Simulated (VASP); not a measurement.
Write the native input for VASP 6.6.1 that does the following.

* Task: single point
* Functional: PBE
* Dispersion: D3(BJ)
* Potentials or basis: VASP PAW PBE potentials, release 64 (Ti_sv, C)
* Cutoff: 600 eV
* k mesh: 11 × 11 × 11
* Occupations: fermi-dirac, width 0.1 eV
* Spin: no spin polarisation
* Dipole correction: no
* Further INCAR settings: ALGO = Normal; EDIFF = 1e-06; NBANDS = 15

The structure of TiC lies in POSCAR:

```
TiC
1.0
    0.0000000000      2.0692225795      2.0692225795
    2.0692225795      0.0000000000      2.0692225795
    2.0692225795      2.0692225795      0.0000000000
Ti C
1 1
Direct
    0.0000000000      0.0000000000      0.0000000000
    0.5000000000      0.5000000000      0.5000000000
```

The input as run:

INCAR

```
  PREC = Accurate
  ENCUT = 600
  EDIFF = 1E-6
  ISMEAR = -1
  SIGMA = 0.1
  LREAL = False
  LASPH = True
  NELM = 120
  ALGO = Normal
  ISIF = 2
  LWAVE = False
  LCHARG = False
  GGA = PE
  IVDW = 12
  NBANDS = 15
  GGA_COMPAT = False
```

KPOINTS

```
regular mesh
0
Gamma
  11 11 11
```

Potentials or basis: VASP PAW PBE potentials, release 64 (Ti_sv, C).

Run with:

```console
$ cat potpaw_PBE.64/Ti_sv/POTCAR potpaw_PBE.64/C/POTCAR > POTCAR
$ mpirun -np 1 vasp_std > vasp.out
```

Results of the run:

```json
{
 "Pressure": "35.8 GPa",
 "Band gap on the k mesh": "zero (bands 8 and 9 overlap by 1.15 eV)",
 "Dispersion energy per atom": "-0.513 eV"
}
```

Caveat: the cell stands under pressure.

Run time: 20 s on 1 thread of Intel Xeon 8259CL, with other jobs on the host, peak memory 0.16 GiB.
